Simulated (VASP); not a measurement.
A run of VASP 6.6.1:

INCAR

```
SYSTEM = MgS
ALGO     = Normal         ! electronic algorithm
EDIFF    = 1E-6           ! SCF threshold, eV
EDIFFG   = -0.01          ! ionic threshold
ENCUT    = 600            ! plane-wave cutoff, eV
GGA      = PS             ! functional
IBRION   = 2              ! ionic algorithm
ISIF     = 3              ! what is computed and relaxed
ISMEAR   = -1             ! smearing method
LASPH    = .TRUE.         ! aspherical terms in the spheres
LCHARG   = .FALSE.        ! write CHGCAR
LREAL    = .FALSE.        ! projectors in reciprocal space
LWAVE    = .FALSE.        ! write WAVECAR
NELM     = 60             ! most SCF steps
NSW      = 60             ! ionic steps
PREC     = Accurate       ! precision mode
SIGMA    = 0.05           ! smearing width, eV
```

File KPOINTS:

```
k-points
0
G
  9 9 9
  0 0 0
```

Contents of POSCAR:

```
MgS
1.0
    0.0000000000      2.6016500000      2.6016500000
    2.6016500000      0.0000000000      2.6016500000
    2.6016500000      2.6016500000      0.0000000000
S Mg
1 1
Direct
    0.5000000000      0.5000000000      0.5000000000
    0.0000000000      0.0000000000      0.0000000000
```

Potentials or basis: VASP PAW PBE potentials, release 64 (S, Mg).

Run with:

```bash
$ cat potpaw_PBE.64/S/POTCAR potpaw_PBE.64/Mg/POTCAR > POTCAR
$ mpirun -np 1 vasp_std > vasp.out
```

Hardware: 1 thread of Intel(R) Xeon(R) Platinum 8259CL CPU @ 2.50GHz (Skylake/Cascade Lake), on a shared host.

Task: How long does it take, and how much memory?

Result: It took 42 s on 1 thread of Intel(R) Xeon(R) Platinum 8259CL CPU @ 2.50GHz (Skylake/Cascade Lake) (shared host), peak memory 0.18 GiB. Counts: scf iterations 23, k points 35, ion steps 3.
